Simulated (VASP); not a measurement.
Input of a VASP 6.6.1 run:

INCAR

```
PREC     = Accurate       # precision mode
ENCUT    = 520            # plane-wave cutoff, eV
EDIFF    = 1E-7           # SCF threshold, eV
ISMEAR   = -1             # smearing method
SIGMA    = 0.02           # smearing width, eV
LREAL    = F              # projectors in reciprocal space
LASPH    = T              # aspherical terms in the spheres
NELM     = 100            # most SCF steps
ALGO     = Normal         # electronic algorithm
ISIF     = 2              # what is computed and relaxed
LWAVE    = F              # write WAVECAR
LCHARG   = F              # write CHGCAR
GGA      = PE             # functional
NBANDS   = 60             # bands
```

Contents of KPOINTS:

```
regular mesh
0
Gamma
  4 4 6
```

The input POSCAR:

```
BaCa3F8
1.0
    3.9782344420     -5.6895126631      0.0000000000
    3.9782344420      5.6895126631      0.0000000000
    0.0000000000      0.0000000000      3.9608481910
Ca F Ba
3 8 1
Direct
    0.0000000000      0.5000000000      0.0000000000
    0.0000000000      0.0000000000      0.5000000000
    0.5000000000      0.0000000000      0.0000000000
    0.3649697636      0.1016368077      0.5000000000
    0.1016368077      0.3649697636      0.5000000000
    0.8802126553      0.1197873447      0.0000000000
    0.6450838836      0.3549161164      0.0000000000
    0.3549161164      0.6450838836      0.0000000000
    0.1197873447      0.8802126553      0.0000000000
    0.8983631923      0.6350302364      0.5000000000
    0.6350302364      0.8983631923      0.5000000000
    0.5000000000      0.5000000000      0.5000000000
```

Potentials or basis: VASP PAW PBE potentials, release 64 (Ca_sv, F, Ba_sv).

The run is started by

```sh
$ cat potpaw_PBE.64/Ca_sv/POTCAR potpaw_PBE.64/F/POTCAR potpaw_PBE.64/Ba_sv/POTCAR > POTCAR
$ mpirun -np 1 vasp_std > vasp.out
```

Question: Estimate the largest force.

Answer: 0.023 eV/Å.

Question: Estimate the band gap on the k mesh.

Answer: 6.57 eV.

Question: Predict the pressure.

Answer: 3.4 GPa.

Forces on the atoms (eV/Å):
```
Ca   0.000  0.000  0.000
Ca   0.000  0.000  0.000
Ca   0.000  0.000  0.000
F   -0.022 -0.007  0.000
F   -0.022  0.007  0.000
F    0.000 -0.003  0.000
F    0.000 -0.007  0.000
F    0.000  0.007  0.000
F    0.000  0.003  0.000
F    0.022 -0.007  0.000
F    0.022  0.007  0.000
Ba   0.000  0.000  0.000
```

Caveat: the cell stands under pressure; spin-orbit coupling is left out, which moves the levels of the heavy elements. A k mesh can miss the band edges.
